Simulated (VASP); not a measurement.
Input of a VASP 6.6.1 run:

File INCAR:

```
PREC = Accurate
ENCUT = 500
EDIFF = 1E-6
ISMEAR = 0
SIGMA = 0.01
LREAL = False
LASPH = True
NELM = 120
ALGO = Normal
ISIF = 2
LWAVE = False
LCHARG = False
GGA = PE
NBANDS = 32
GGA_COMPAT = False
```

File KPOINTS:

```
Automatic mesh
0
Gamma
  6 6 6
```

The input POSCAR:

```
Bi2Te3
1.0
    2.2230379672      1.2834715688     10.6621308960
   -2.2230379672      1.2834715688     10.6621308960
    0.0000000000     -2.5669431376     10.6621308960
Bi Te
2 3
Direct
    0.3974791738      0.3974791773      0.3974791738
    0.6025208262      0.6025208227      0.6025208262
    0.0000000000      0.0000000000      0.0000000000
    0.2153062624      0.2153062620      0.2153062624
    0.7846937376      0.7846937380      0.7846937376
```

Potentials or basis: VASP PAW PBE potentials, release 64 (Bi_d, Te).

Run with:

```bash
$ cat potpaw_PBE.64/Bi_d/POTCAR potpaw_PBE.64/Te/POTCAR > POTCAR
$ mpirun -np 1 vasp_std > vasp.out
```

Q: Predict the largest force.

A: 0.009 eV/Å.

Q: What does it give for the band gap on the k mesh?

A: 0.51 eV.

Q: What does it give for the pressure?

A: 0.0 GPa.

Forces on the atoms (eV/Å):
```
Bi   0.000  0.000 -0.007
Bi   0.000  0.000  0.007
Te   0.000  0.000  0.000
Te   0.000  0.000 -0.009
Te   0.000  0.000  0.009
```

Caveat: spin-orbit coupling is left out, which moves the levels of the heavy elements.

**The experiment to reproduce.**

From “Vacancy and Antisite-Induced Ferromagnetism in Liquid-Phase Exfoliated Bi2Te3”, 2024, arxiv:2412.10539, for a bulk crystal of Bi2Te3: band gap 0.17 eV.

Against the measured gap of Bi2Te3, 0.17 eV (quoted in “Vacancy and Antisite-Induced Ferromagnetism in Liquid-Phase Exfoliated Bi2Te3”, 2024, arxiv:2412.10539), the calculated 0.51 eV is off by +0.34 eV. Spin-orbit coupling on Bi, Te is left out. The value is that of PBE on a finite k mesh, which can miss the band edges, without temperature or zero-point motion.
